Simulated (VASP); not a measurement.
## In: single point with PBE

In:

```
CELL_PARAMETERS angstrom
-1.87076 1.87076 1.88253
1.87076 -1.87076 1.88253
1.89429 1.89429 -1.88253
ATOMIC_POSITIONS crystal
In 0.00000 0.00000 0.00000
```

This cell differs from its parent crystal: strain +0.0125 x Voigt [0, 0, 0, 0, 0, 1].

```yaml
Program: VASP 6.6.1
Task: single point
Functional: PBE
Potentials_or_basis: VASP PAW PBE potentials, release 64 (In_d)
Cutoff: 520 eV
k_mesh: 18 × 18 × 18
Occupations: gaussian, width 0.15 eV
Spin: no spin polarisation
Dipole_correction: no
Further_INCAR_settings: ALGO = Fast; EDIFF = 1e-07; NBANDS = 12
```

```
Pressure : 1.4 GPa
```

Stress tensor (GPa, compression positive):
```
 1.43 -0.13  0.00
-0.13  1.43  0.00
 0.00  0.00  1.42
```

Levels at points of the mesh, in eV from the Fermi level:
```
           k point  band 2  band 3  band 4  band 5  band 6  band 7  band 8  band 9  band 10  band 11
(0.00, 0.00, 0.00)  -14.68  -14.66  -14.41  -14.41   -9.42   10.75   10.89   11.01    12.86    12.93
(0.50, 0.00, 0.00)  -14.71  -14.43  -14.41  -14.25   -3.93   -3.12    5.81    7.26     9.87    10.14
(0.50, 0.50, 0.00)  -14.71  -14.43  -14.42  -14.24   -3.83   -3.08    5.73    7.21     9.93     9.94
(0.00, 0.00, 0.50)  -14.71  -14.42  -14.41  -14.25   -4.04   -3.16    5.91    7.30    10.04    10.10
(0.50, 0.50, 0.50)  -14.78  -14.30  -14.29  -14.28    0.88    1.20    1.25    1.30     5.23     5.23
```

Run time: 2.9 min on 1 thread of Intel Xeon 6975P-C (shared host), peak memory 0.36 GiB.

Caveat: the cell differs from its parent crystal (strain +0.0125 x Voigt [0, 0, 0, 0, 0, 1]); spin-orbit coupling is left out, which moves the levels of the heavy elements.
